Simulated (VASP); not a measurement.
# Pb in VASP: a series of runs, part 2 of 2

VASP 6.6.1.

## Step 4: Single point, PBE

This run uses another cell than the first one, of 30.32 Å³/atom, 0.943 times its volume.

INCAR

```
ALGO = Fast
EDIFF = 1E-6
ENCUT = 520
GGA = PE
ISIF = 2
ISMEAR = -1
LASPH = T
LCHARG = F
LREAL = F
LWAVE = F
NBANDS = 13
NELM = 80
PREC = Accurate
SIGMA = 0.04
```

KPOINTS

```
k-points
0
Gamma
  4 4 4
```

POSCAR

```
Pb
1.0
    0.0000000000      2.4750200000      2.4750200000
    2.4750200000      0.0000000000      2.4750200000
    2.4750200000      2.4750200000      0.0000000000
Pb
1
Direct
    0.0000000000      0.0000000000      0.0000000000
```

Potentials or basis: VASP PAW PBE potentials, release 64 (Pb_d).

The run is started by

```sh
cat potpaw_PBE.64/Pb_d/POTCAR > POTCAR
mpirun -np 1 vasp_std > vasp.out
```

OUTCAR:

```text
EDIFF = 1E-6
   ENCUT = 520
   GGA = PE
   ISIF = 2
   ISMEAR = -1
   LASPH = T
   LREAL = F
   NELM = 80
   PREC = Accurate

 ion  position               nearest neighbor table
   1  0.000  0.000  0.000-

  LATTYP: Found a face centered cubic cell.
 ALAT       =     4.9500400000

  Lattice vectors:

 A1 = (   0.0000000000,   2.4750200000,   2.4750200000)
 A2 = (   2.4750200000,   0.0000000000,   2.4750200000)
 A3 = (   2.4750200000,   2.4750200000,   0.0000000000)

Analysis of symmetry for initial positions (statically):
[... 5 lines left out ...]
 face centered cubic supercell.

 Subroutine GETGRP returns: Found 48 space group operations
 (whereof 48 operations were pure point group operations)
 out of a pool of 48 trial point group operations.

The static configuration has the point symmetry O_h .

Analysis of symmetry for dynamics (positions and initial velocities):
[... 5 lines left out ...]
 face centered cubic supercell.

 Subroutine GETGRP returns: Found 48 space group operations
 (whereof 48 operations were pure point group operations)
 out of a pool of 48 trial point group operations.

The dynamic configuration has the point symmetry O_h .

 Subroutine INISYM returns: Found 48 space group operations
 (whereof 48 operations are pure point group operations),
 and found     1 'primitive' translations

----------------------------------------------------------------------------------------

                                     Primitive cell

  volume of cell :      30.3226

  direct lattice vectors                    reciprocal lattice vectors
     0.000000000  2.475020000  2.475020000    -0.202018570  0.202018570  0.202018570
     2.475020000  0.000000000  2.475020000     0.202018570 -0.202018570  0.202018570
     2.475020000  2.475020000  0.000000000     0.202018570  0.202018570 -0.202018570

  length of vectors
     3.500206851  3.500206851  3.500206851     0.349906427  0.349906427  0.349906427

  position of ions in fractional coordinates (direct lattice)
     0.000000000  0.000000000  0.000000000

[... 83 lines left out ...]
   GGA     = PE    functional components
   LHFCALC =     F    Hartree Fock is set to
   AEXX    =    0.0000 exact exchange contribution
   IVDW    =     0    specifies the selected vdW correction
   LEPSILON=     F    determine dielectric tensor
   LRPA    =     F    only Hartree local field effects (RPA)
 non-spin polarized calculation
 RMM-DIIS sequential band-by-band and
  energy-cutoff  :      520.00
  volume of cell :       30.32
 maximum number of plane-waves:       869
 NGX is ok and might be reduce to    28
   NGX = 13   NGY = 13   NGZ = 13

 number of electron      13.9999999 magnetization

 Free energy of the ion-electron system (eV)
  ---------------------------------------------------
  ext. energy  EPLUGINS =         0.00000000
  ---------------------------------------------------
  free energy    TOTEN  =        -3.38868173 eV

  energy without entropy =       -3.37906029  energy(sigma->0) =       -3.38387101

 E-fermi :   7.6751     XC(G=0): -10.1993

 val. band max:        7.5327506707   @ k =  -0.2500   0.5000   0.2500
 cond. band min:       7.7161498012   @ k =  -0.2500   0.2500   0.0000
 fundamental gap:      0.1833991305
 Fermi energy:         7.6750821039

 k-point     1 :       0.0000    0.0000    0.0000
  band No.  band energies     occupation
      1      -9.8411      2.00000
      2      -9.8411      2.00000
      3      -9.8411      2.00000
      4      -9.6946      2.00000
      5      -9.6946      2.00000
      6      -4.4921      2.00000
      7      14.6822      0.00000
      8      14.6822      0.00000
      9      14.6822      0.00000
     10      17.0398      0.00000
     11      18.5920      0.00000
     12      19.7516      0.00000
     13      19.7516      0.00000
[... 98 lines left out ...]
  band No.  band energies     occupation
      1      -9.8212      2.00000
      2      -9.7808      2.00000
      3      -9.7808      2.00000
      4      -9.6476      2.00000
      5      -9.5332      2.00000
      6       0.6426      2.00000
      7       5.8963      2.00000
      8       5.8963      2.00000
      9       7.5328      1.94460
     10      18.1219      0.00000
     11      19.4375      0.00000
     12      19.4375      0.00000
     13      20.0920      0.00000

------------------------ aborting loop because EDIFF is reached ----------------------------------------

  FORCE on cell =-STRESS in cart. coord.  units (eV):
  Direction    XX          YY          ZZ          XY          YZ          ZX
  --------------------------------------------------------------------------------------
  -------------------------------------------------------------------------------------
  Total        0.3425874      0.3425874      0.3425874     -0.0000000     -0.0000000      0.0000000
  in kB       18.1015551     18.1015551     18.1015551     -0.0000000     -0.0000000      0.0000000
  external PRESSURE =      18.1015551 kB  Pullay stress =       0.0000000 kB

 VOLUME and BASIS-vectors are now :
 -----------------------------------------------------------------------------
  energy-cutoff  :      520.00
  volume of cell :       30.32
      direct lattice vectors                 reciprocal lattice vectors
     0.000000000  2.475020000  2.475020000    -0.202018570  0.202018570  0.202018570
     2.475020000  0.000000000  2.475020000     0.202018570 -0.202018570  0.202018570
     2.475020000  2.475020000  0.000000000     0.202018570  0.202018570 -0.202018570

 POSITION                                       TOTAL-FORCE (eV/Angst)
 -----------------------------------------------------------------------------------
      0.00000      0.00000      0.00000         0.000000     -0.000000     -0.000000
 -----------------------------------------------------------------------------------
    total drift:                               -0.000000     -0.000000     -0.000000

  FREE ENERGIE OF THE ION-ELECTRON SYSTEM (eV)
  ---------------------------------------------------
  free  energy   TOTEN  =        -3.3886817282 eV

  energy  without entropy=       -3.3790602894  energy(sigma->0) =       -3.38387101
```

OSZICAR:

```text
N       E                     dE             d eps       ncg     rms          rms(c)
DAV:   1     0.110696789275E+03    0.11070E+03   -0.73671E+03   208   0.125E+03
DAV:   2     0.191295535700E+01   -0.10878E+03   -0.10599E+03   238   0.314E+02
DAV:   3    -0.327664935997E+01   -0.51896E+01   -0.51819E+01   251   0.729E+01
DAV:   4    -0.339975514604E+01   -0.12311E+00   -0.12309E+00   261   0.124E+01
DAV:   5    -0.340323508904E+01   -0.34799E-02   -0.34798E-02   288   0.176E+00    0.538E-01
RMM:   6    -0.339152933071E+01    0.11706E-01   -0.12541E-02   243   0.161E+00    0.278E-01
RMM:   7    -0.338863821209E+01    0.28911E-02   -0.79347E-03   247   0.984E-01    0.988E-02
RMM:   8    -0.338861817275E+01    0.20039E-04   -0.14885E-03   276   0.613E-01    0.150E-02
RMM:   9    -0.338866957837E+01   -0.51406E-04   -0.51449E-04   297   0.244E-01    0.174E-02
RMM:  10    -0.338867588767E+01   -0.63093E-05   -0.19564E-04   263   0.265E-01    0.998E-03
RMM:  11    -0.338867965090E+01   -0.37632E-05   -0.91362E-05   303   0.101E-01    0.244E-03
RMM:  12    -0.338868134090E+01   -0.16900E-05   -0.16696E-05   259   0.449E-02    0.262E-03
RMM:  13    -0.338868172820E+01   -0.38730E-06   -0.27496E-06   167   0.184E-02
   1 F= -.33886817E+01 E0= -.33838710E+01  d E =-.962144E-02
```

stdout:

```text
POSCAR found type information on POSCAR Pb
 POSCAR found :  1 types and       1 ions
 scaLAPACK will be used
 LDA part: xc-table for (Slater+PW92), standard interpolation
 POSCAR, INCAR and KPOINTS ok, starting setup
 FFT: planning ... GRIDC
 FFT: planning ... GRID_SOFT
 FFT: planning ... GRID
 WAVECAR not read
 entering main loop
```

It took 7.1 s on 1 thread of Intel Xeon Platinum 8259CL at 2.50GHz (Skylake/Cascade Lake), shared host; peak memory 0.15 GiB.

What came out:

```
Free energy            : -3.3887 eV
Pressure               : 1.8 GPa
Band gap on the k mesh : zero (band 7 reaches 14.68 eV, above the bottom of band 8 at 5.90 eV)
```

Levels at points of the mesh, in eV from the Fermi level:
```csv
k point,band 4,band 5,band 6,band 7,band 8,band 9,band 10,band 11
"(0.00, 0.00, 0.00)",-17.37,-17.37,-12.17,7.01,7.01,7.01,9.36,10.92
"(0.50, 0.00, 0.00)",-17.24,-17.24,-8.55,-4.61,5.17,5.17,8.83,9.06
"(0.50, 0.50, 0.00)",-17.21,-17.21,-7.14,-3.68,1.64,1.64,4.97,6.25
```

Caveat: the k points lie up to 0.55 Å⁻¹ apart; spin-orbit coupling is left out, which moves the levels of the heavy elements.

## Step 5: Overview

```tsv
cell	k mesh	smearing	gap on the mesh (eV)	pressure (GPa)
a = 3.569 Å, angles 60.0°, 1 atom	9 × 9 × 9	fermi-dirac 0.05 eV	none	-0.3
a = 3.478, b = 3.476, c = 3.500 Å, angles 61.2, 60.1, 60.5°, 1 atom	9 × 9 × 9	fermi-dirac 0.05 eV	none	2.3
a = 3.500 Å, angles 60.0°, 1 atom	4 × 4 × 4	fermi-dirac 0.04 eV	none	1.8
```

Alike in all rows: task single point; level PBE; potentials or basis VASP PAW PBE potentials, release 64 (Pb_d); no spin polarisation; cutoff (eV) 520.

Caveats: some runs use coarse meshes; spin-orbit coupling is left out, which moves the levels of the heavy elements.

Absolute energies hang on the potentials; compare differences alone.
